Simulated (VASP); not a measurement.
# Na2S (Fm-3m) in VASP: further runs

Runs on Na2S. Level: r2SCAN. Tasks: single point.

Everything below comes from runs of VASP 6.6.1. Logs are shortened: lines on timing, memory, paths and dates and some standing lists are left out, and cuts for length are marked.

**1. The cell of the first run**

It takes space group Fm-3m (No. 225, cubic). Conventional cell: a = 6.512 Å, b = 6.512 Å, c = 6.512 Å, α = 90.00°, β = 90.00°, γ = 90.00°. Within 3.7 Å of Na (site symmetry -43m) lie 4 S at 2.82 Å and 6 Na at 3.26 Å. Within 3.7 Å of S (site symmetry m-3m) lie 8 Na at 2.82 Å.

**2. Single point, r2SCAN**

Contents of POSCAR:

```
Na2S
1.0
    0.0000000000      3.2559887725      3.2559887725
    3.2559887725      0.0000000000      3.2559887725
    3.2559887725      3.2559887725      0.0000000000
Na S
2 1
Direct
    0.2500000000      0.2500000000      0.2500000000
    0.7500000000      0.7500000000      0.7500000000
    0.0000000000      0.0000000000      0.0000000000
```

Contents of INCAR.step1:

```
  PREC = Accurate
  ENCUT = 550
  ISMEAR = -1
  SIGMA = 0.02
  LREAL = False
  LASPH = True
  NELM = 120
  NBANDS = 17
  GGA = PE
  ALGO = Normal
  EDIFF = 1E-5
  LWAVE = True
  LCHARG = False
  GGA_COMPAT = False
```

Contents of INCAR.step2:

```
  PREC = Accurate
  ENCUT = 550
  EDIFF = 1E-6
  ISMEAR = -1
  SIGMA = 0.02
  LREAL = False
  LASPH = True
  NELM = 120
  ALGO = Normal
  ISIF = 2
  LWAVE = False
  LCHARG = False
  METAGGA = R2SCAN
  LMIXTAU = True
  NBANDS = 17
  ISTART = 1
  GGA_COMPAT = False
```

Contents of KPOINTS:

```
Automatic mesh
0
Gamma
  8 8 8
```

Potentials or basis: VASP PAW PBE potentials, release 64 (Na_pv, S).

Launch:

```console
cat potpaw_PBE.64/Na_pv/POTCAR potpaw_PBE.64/S/POTCAR > POTCAR
cp INCAR.step1 INCAR
mpirun -np 1 vasp_std > vasp.out
cp INCAR.step2 INCAR
mpirun -np 1 vasp_std > vasp.out
```

OUTCAR:

```text
PREC = Accurate
   ENCUT = 550
   EDIFF = 1E-6
   ISMEAR = -1
   LREAL = False
   LASPH = True
   NELM = 120
   ISIF = 2
   METAGGA = R2SCAN
   ISTART = 1

 ion  position               nearest neighbor table
   1  0.250  0.250  0.250-
   2  0.750  0.750  0.750-
   3  0.000  0.000  0.000-

  LATTYP: Found a face centered cubic cell.
 ALAT       =     6.5119775450

  Lattice vectors:

 A1 = (   0.0000000000,   3.2559887725,   3.2559887725)
 A2 = (   3.2559887725,   0.0000000000,   3.2559887725)
 A3 = (   3.2559887725,   3.2559887725,   0.0000000000)

Analysis of symmetry for initial positions (statically):
=====================================================================
 Subroutine PRICEL returns:
 Original cell was already a primitive cell.

 Routine SETGRP: Setting up the symmetry group for a
 face centered cubic supercell.

 Subroutine GETGRP returns: Found 48 space group operations
 (whereof 48 operations were pure point group operations)
 out of a pool of 48 trial point group operations.

The static configuration has the point symmetry O_h .

Analysis of symmetry for dynamics (positions and initial velocities):
=====================================================================
 Subroutine PRICEL returns:
 Original cell was already a primitive cell.

 Routine SETGRP: Setting up the symmetry group for a
 face centered cubic supercell.

 Subroutine GETGRP returns: Found 48 space group operations
 (whereof 48 operations were pure point group operations)
 out of a pool of 48 trial point group operations.

The dynamic configuration has the point symmetry O_h .

 Subroutine INISYM returns: Found 48 space group operations
 (whereof 48 operations are pure point group operations),
 and found     1 'primitive' translations

----------------------------------------------------------------------------------------

                                     Primitive cell

  volume of cell :      69.0365

  direct lattice vectors                    reciprocal lattice vectors
     0.000000000  3.255988772  3.255988772    -0.153563183  0.153563183  0.153563183
     3.255988772  0.000000000  3.255988772     0.153563183 -0.153563183  0.153563183
     3.255988772  3.255988772  0.000000000     0.153563183  0.153563183 -0.153563183

  length of vectors
     4.604663481  4.604663481  4.604663481     0.265979235  0.265979235  0.265979235

  position of ions in fractional coordinates (direct lattice)
     0.250000000  0.250000000  0.250000000
     0.750000000  0.750000000  0.750000000
     0.000000000  0.000000000  0.000000000

  ion indices of the primitive-cell ions
   primitive index   ion index
                 1           1
                 2           2
                 3           3

----------------------------------------------------------------------------------------

 KPOINTS: Automatic mesh

Automatic generation of k-mesh.
 Grid dimensions read from file:
 generate k-points for:    8    8    8

 Generating k-lattice:

  Cartesian coordinates                     Fractional coordinates (reciprocal lattice)
    -0.019195398  0.019195398  0.019195398     0.125000000  0.000000000  0.000000000
     0.019195398 -0.019195398  0.019195398     0.000000000  0.125000000  0.000000000
     0.019195398  0.019195398 -0.019195398     0.000000000  0.000000000  0.125000000

  Length of vectors
     0.033247404  0.033247404  0.033247404

  Shift w.r.t. Gamma in fractional coordinates (k-lattice)
     0.000000000  0.000000000  0.000000000

 Subroutine IBZKPT returns following result:
 ===========================================

 Found     29 irreducible k-points:

 Following reciprocal coordinates:
            Coordinates               Weight
  0.000000  0.000000  0.000000      1.000000
  0.125000  0.000000  0.000000      8.000000
  0.250000  0.000000  0.000000      8.000000
  0.375000  0.000000  0.000000      8.000000
  0.500000  0.000000  0.000000      4.000000
  0.125000  0.125000  0.000000      6.000000
[... 16 lines left out ...]
  0.500000  0.250000  0.125000     48.000000
 -0.375000  0.250000  0.125000     24.000000
 [... further k-points ...]
   k-points           NKPTS =     29   k-points in BZ     NKDIM =     29   number of bands    NBANDS=     17
   number of dos      NEDOS =    301   number of ions     NIONS =      3
   total plane-waves  NPLWV =  46656
   dimension x,y,z NGX =    36 NGY =   36 NGZ =   36
   dimension x,y,z NGXF=    72 NGYF=   72 NGZF=   72
   ions per type =               2   1
   NGX,Y,Z   is equivalent  to a cutoff of  13.00, 13.00, 13.00 a.u.
   NGXF,Y,Z  is equivalent  to a cutoff of  25.99, 25.99, 25.99 a.u.
 SYSTEM =  unknown system
   PREC   = accura    normal or accurate (medium, high low for compatibility)
   ISTART =      1    job   : 0-new  1-cont  2-samecut
   ICHARG =      0    charge: 1-file 2-atom 10-const
   ISPIN  =      1    spin polarized calculation?
   LNONCOLLINEAR =      F non collinear calculations
   LSORBIT =      F    spin-orbit coupling
   LASPH  =      T    aspherical Exc in radial PAW
   ENCUT  =  550.0 eV  40.42 Ry    6.36 a.u.   8.81  8.81  8.81*2*pi/ulx,y,z
   NELM   =    120;   NELMIN=  2; NELMDL=  0     # of ELM steps
   EDIFF  = 0.1E-05   stopping-criterion for ELM
   LREAL  =      F    real-space projection
   EDIFFG = 0.1E-04   stopping-criterion for IOM
   NSW    =      0    number of steps for IOM
   IBRION =     -1    ionic relax: 0-MD 1-quasi-New 2-CG
   NFREE  =      0    steps in history (QN), initial steepest desc. (CG)
   ISIF   =      2    stress and relaxation
   ISYM   =      2    0-nonsym 1-usesym 2-fastsym
   POTIM  = 0.5000    time-step for ionic-motion
   TEBEG  =    0.0;   TEEND  =   0.0 temperature during run
   PSTRESS=    0.0 pullay stress
   NELECT =      20.0000    total number of electrons
   NUPDOWN=      -1.0000    fix difference up-down
   EMIN   =  10.00;   EMAX   =-10.00  energy-range for DOS
   EFERMI =   0.00;   METHOD = LEGACY
   ISMEAR =    -1;   SIGMA  =   0.02  broadening in eV -4-tet -1-fermi 0-gaus
   EFERMI_NEDOS =   21; number of points for ismear=-14 and -15
   IALGO  =     38    algorithm
   IMIX   =      4    mixing-type and parameters
     AMIX     =   0.40;   BMIX     =  1.00
     AMIX_MAG =   1.60;   BMIX_MAG =  1.00
  volume/ion in A,a.u.               =      23.01       155.29
  Fermi-wavevector in a.u.,A,eV,Ry     =   1.083241  2.047029 15.965240  1.173412
  Thomas-Fermi vector in A             =   2.219303
   LORBIT       =      0    0 simple, 1 ext, 2 COOP (PROOUT), +10 PAW based schemes
   METAGGA = R2SCAN    functional components
   LHFCALC =     F    Hartree Fock is set to
   AEXX    =    0.0000 exact exchange contribution
   IVDW    =     0    specifies the selected vdW correction
   LEPSILON=     F    determine dielectric tensor
   LRPA    =     F    only Hartree local field effects (RPA)
 non-spin polarized calculation
  energy-cutoff  :      550.00
  volume of cell :       69.04
 maximum number of plane-waves:      2085
   NGX = 17   NGY = 17   NGZ = 17

 number of electron      19.9999984 magnetization

 Free energy of the ion-electron system (eV)
  ---------------------------------------------------
  ext. energy  EPLUGINS =         0.00000000
  ---------------------------------------------------
  free energy    TOTEN  =       -18.96728239 eV

  energy without entropy =      -18.96728239  energy(sigma->0) =      -18.96728239

 E-fermi :   0.4253     XC(G=0):  -8.3182

 val. band max:       -0.0759936081   @ k =   0.0000   0.0000   0.0000
 cond. band min:       3.0349852296   @ k =   0.0000   0.0000   0.0000
 fundamental gap:      3.1109788377
 Fermi energy:         0.4253450883

 k-point     1 :       0.0000    0.0000    0.0000
  band No.  band energies     occupation
      1     -23.1005      2.00000
      2     -23.1005      2.00000
      3     -23.1005      2.00000
      4     -23.0485      2.00000
      5     -23.0485      2.00000
      6     -23.0485      2.00000
[... 9 lines left out ...]
     16       9.7828      0.00000
     17      11.8592      0.00000

 k-point     2 :       0.1250    0.0000    0.0000
  band No.  band energies     occupation
      1     -23.0993      2.00000
      2     -23.0987      2.00000
      3     -23.0987      2.00000
      4     -23.0517      2.00000
      5     -23.0507      2.00000
      6     -23.0507      2.00000
[... 9 lines left out ...]
     16       9.4273      0.00000
     17      11.4011      0.00000

 k-point     3 :       0.2500    0.0000    0.0000
  band No.  band energies     occupation
      1     -23.0958      2.00000
      2     -23.0934      2.00000
      3     -23.0934      2.00000
      4     -23.0599      2.00000
      5     -23.0566      2.00000
      6     -23.0566      2.00000
[... 9 lines left out ...]
     16       9.7173      0.00000
     17      10.9830      0.00000

 k-point     4 :       0.3750    0.0000    0.0000
  band No.  band energies     occupation
      1     -23.0900      2.00000
      2     -23.0853      2.00000
      3     -23.0853      2.00000
      4     -23.0703      2.00000
      5     -23.0653      2.00000
      6     -23.0653      2.00000
[... 9 lines left out ...]
     16      10.8014      0.00000
     17      11.3574      0.00000
[... 343 lines left out ...]
      1     -23.1084      2.00000
      2     -23.0964      2.00000
      3     -23.0866      2.00000
      4     -23.0690      2.00000
      5     -23.0558      2.00000
      6     -23.0439      2.00000
[... 9 lines left out ...]
     16      11.2031      0.00000
     17      12.2864      0.00000

 k-point    23 :       0.5000    0.2500    0.1250
  band No.  band energies     occupation
      1     -23.1107      2.00000
      2     -23.0986      2.00000
      3     -23.0876      2.00000
      4     -23.0658      2.00000
      5     -23.0579      2.00000
      6     -23.0441      2.00000
[... 9 lines left out ...]
     16      11.8447      0.00000
     17      12.5539      0.00000

 k-point    24 :      -0.3750    0.2500    0.1250
  band No.  band energies     occupation
      1     -23.1099      2.00000
      2     -23.1046      2.00000
      3     -23.0771      2.00000
      4     -23.0769      2.00000
      5     -23.0497      2.00000
      6     -23.0485      2.00000
[... 9 lines left out ...]
     16      11.3429      0.00000
     17      12.6166      0.00000

 [... further k-points ...]

------------------------ aborting loop because EDIFF is reached ----------------------------------------

  FORCE on cell =-STRESS in cart. coord.  units (eV):
  Direction    XX          YY          ZZ          XY          YZ          ZX
  --------------------------------------------------------------------------------------
  -------------------------------------------------------------------------------------
  Total       -0.0337954     -0.0337954     -0.0337954     -0.0000000      0.0000000     -0.0000000
  in kB       -0.7843135     -0.7843135     -0.7843135     -0.0000000      0.0000000     -0.0000000
  external PRESSURE =      -0.7843135 kB  Pullay stress =       0.0000000 kB

 VOLUME and BASIS-vectors are now :
 -----------------------------------------------------------------------------
  energy-cutoff  :      550.00
  volume of cell :       69.04
      direct lattice vectors                 reciprocal lattice vectors
     0.000000000  3.255988772  3.255988772    -0.153563183  0.153563183  0.153563183
     3.255988772  0.000000000  3.255988772     0.153563183 -0.153563183  0.153563183
     3.255988772  3.255988772  0.000000000     0.153563183  0.153563183 -0.153563183

 POSITION                                       TOTAL-FORCE (eV/Angst)
 -----------------------------------------------------------------------------------
      1.62799      1.62799      1.62799        -0.000000     -0.000000      0.000000
      4.88398      4.88398      4.88398         0.000000      0.000000     -0.000000
      0.00000      0.00000      0.00000        -0.000000      0.000000     -0.000000
 -----------------------------------------------------------------------------------
    total drift:                                0.000000      0.000000      0.000000

  FREE ENERGIE OF THE ION-ELECTRON SYSTEM (eV)
  ---------------------------------------------------
  free  energy   TOTEN  =       -18.9672823928 eV

  energy  without entropy=      -18.9672823928  energy(sigma->0) =      -18.96728239
```

Wall time 2.3 min (1 thread of Intel Xeon Platinum 8259CL at 2.50GHz (Skylake/Cascade Lake), shared host); peak memory 0.22 GiB.

Results:

```
Free energy            : -18.9673 eV
Pressure               : -0.1 GPa
Band gap on the k mesh : 3.11 eV
```

Levels at points of the mesh, in eV from the valence-band top:
```
           k point  band 7  band 8  band 9  band 10  band 11  band 12  band 13  band 14
(0.00, 0.00, 0.00)  -10.58    0.00    0.00     0.00     3.11     8.47     8.47     8.47
(0.50, 0.00, 0.00)  -10.32   -1.63   -0.12    -0.12     5.56     6.98     7.69     7.69
(0.50, 0.50, 0.00)  -10.24   -1.44   -0.45    -0.45     4.20     6.77     9.43    10.61
```

Caveat: the PAW data sets were made with another functional, which shifts forces and pressure a little. A k mesh can miss the band edges.

**3. Single point, r2SCAN**

Contents of POSCAR:

```
Na2S
1.0
    0.0000000000      3.2559887700      3.2559887700
    3.2559887700      0.0000000000      3.2559887700
    3.2559887700      3.2559887700      0.0000000000
Na S
2 1
Direct
    0.2500000000      0.2500000000      0.2500000000
    0.7500000000      0.7500000000      0.7500000000
    0.0000000000      0.0000000000      0.0000000000
```

Contents of INCAR.step1:

```
SYSTEM = Na2S
PREC = Accurate ; ENCUT = 550
ISMEAR = -1 ; SIGMA = 0.02
LREAL = .False. ; LASPH = .True.
NELM = 120 ; NBANDS = 17
GGA = PE ; ALGO = Normal
EDIFF = 1E-5 ; LWAVE = .True.
LCHARG = .False. ; GGA_COMPAT = .False.
```

Contents of INCAR.step2:

```
SYSTEM = Na2S
PREC = Accurate ; ENCUT = 550
EDIFF = 1E-6 ; ISMEAR = -1
SIGMA = 0.02 ; LREAL = .False.
LASPH = .True. ; NELM = 120
ALGO = Normal ; ISIF = 2
LWAVE = .False. ; LCHARG = .True.
METAGGA = R2SCAN ; LMIXTAU = .True.
LELF = .True. ; LVHAR = .True.
NBANDS = 17 ; ISTART = 1
GGA_COMPAT = .False.
```

Contents of KPOINTS:

```
regular mesh
0
Gamma
  8 8 8
  0 0 0
```

Potentials or basis: VASP PAW PBE potentials, release 64 (Na_pv, S).

Launch:

```console
cat potpaw_PBE.64/Na_pv/POTCAR potpaw_PBE.64/S/POTCAR > POTCAR
cp INCAR.step1 INCAR
mpirun -np 1 vasp_std > vasp.out
cp INCAR.step2 INCAR
mpirun -np 1 vasp_std > vasp.out
```

It took 2.5 min on 1 thread of Intel Xeon Platinum 8259CL at 2.50GHz (Skylake/Cascade Lake), shared host; peak memory 0.21 GiB.

Results (log left out):

* Free energy: -18.9673 eV
* Pressure: -0.1 GPa
* Band gap on the k mesh: 3.11 eV

Levels at points of the mesh, in eV from the valence-band top:
| k point | band 7 | band 8 | band 9 | band 10 | band 11 | band 12 | band 13 | band 14 |
| --- | --- | --- | --- | --- | --- | --- | --- | --- |
| (0.00, 0.00, 0.00) | -10.58 | 0.00 | 0.00 | 0.00 | 3.11 | 8.47 | 8.47 | 8.47 |
| (0.50, 0.00, 0.00) | -10.32 | -1.63 | -0.12 | -0.12 | 5.56 | 6.98 | 7.69 | 7.69 |
| (0.50, 0.50, 0.00) | -10.24 | -1.44 | -0.45 | -0.45 | 4.20 | 6.77 | 9.43 | 10.61 |

Caveat: the PAW data sets were made with another functional, which shifts forces and pressure a little. r2SCAN opens gaps a little over a GGA but as a rule still falls short of measured ones.
